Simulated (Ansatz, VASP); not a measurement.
# Two plane-wave programs on SrTiO3

Contents of INCAR:

```
  PREC = Accurate
  ENCUT = 520
  EDIFF = 1E-6
  ISMEAR = 0
  SIGMA = 0.05
  LREAL = False
  LASPH = True
  NELM = 80
  ALGO = Normal
  ISIF = 2
  LWAVE = False
  LCHARG = True
  GGA = PE
  LELF = True
  LVHAR = True
  NBANDS = 28
```

KPOINTS

```
regular mesh
0
Gamma
  8 8 8
```

The input POSCAR:

```
SrTiO3
1.0
    3.9364094381      0.0000000000      0.0000000000
    0.0000000000      3.9364094381      0.0000000000
    0.0000000000      0.0000000000      3.9364094381
Sr Ti O
1 1 3
Direct
   -0.0352881034      0.0000000000      0.0000000000
    0.5471247955      0.5000000000      0.5000000000
    0.0103688826      0.5000000000      0.5000000000
    0.5209490993      0.0000000000      0.5000000000
    0.5209490993      0.5000000000      0.0000000000
```

Input for Ansatz:

```yaml
crystal:
  lattice:
    - [3.9364094381, 0.0, 0.0]
    - [0.0, 3.9364094381, 0.0]
    - [0.0, 0.0, 3.9364094381]
  atoms:
    - { symbol: Sr, position: [-0.0352881034, 0.0, 0.0] }
    - { symbol: Ti, position: [0.5471247955, 0.5, 0.5] }
    - { symbol: O, position: [0.0103688826, 0.5, 0.5] }
    - { symbol: O, position: [0.5209490993, 0.0, 0.5] }
    - { symbol: O, position: [0.5209490993, 0.5, 0.0] }
basis:
  ecutwfc: 520.0
kpoints:
  mp_grid: { grid: [8, 8, 8] }
hamiltonian:
  xc: pbe
  pseudopotentials: { kind: paw, azcp: { folder: soft_1 } }
scf:
  occupations: { method: gaussian, width: 0.05 }
output:
  forces: true
  stress: true
  eigenvalues: true
  write_density: true
  write_potential: true
  elf: true
  volumetric_format: npy
```

Change from the starting cell: mode 1 frozen in at -0.019 Å and mode 7 at -0.173 Å (largest displacements).

Alike in both runs: task single point; functional PBE; k mesh 8 × 8 × 8; occupations gaussian, width 0.05 eV; no spin polarisation.

|  | VASP | Ansatz |
| --- | --- | --- |
| version | VASP 6.6.1 | Ansatz 0.2.0 |
| potentials or method | VASP PAW PBE potentials, release 64 (Sr_sv, Ti_sv, O), cutoff 520 eV | scalar-relativistic, plane waves, PAW |
| valence electrons in the cell | 40 | 40 |

Ansatz gave:

* gap on the k mesh at the Fermi level (eV): 1.91
* least direct gap on the mesh (eV): 2.35
* pressure (GPa): 2.9
* traceless stress, the component that is largest in VASP (GPa): 1.55
* rms of the force components (eV/Å): 0.387

Task: Estimate VASP's values.

Result: gap on the k mesh at the Fermi level (eV): 1.87; least direct gap on the mesh (eV): 2.34; pressure (GPa): 3.6; traceless stress, the component that is largest in VASP (GPa): 1.61; rms of the force components (eV/Å): 0.412.

Atom by atom the forces differ by 0.029 eV/Å (rms over components). With one functional, cell and mesh, what is left measures potentials, basis and numerics.
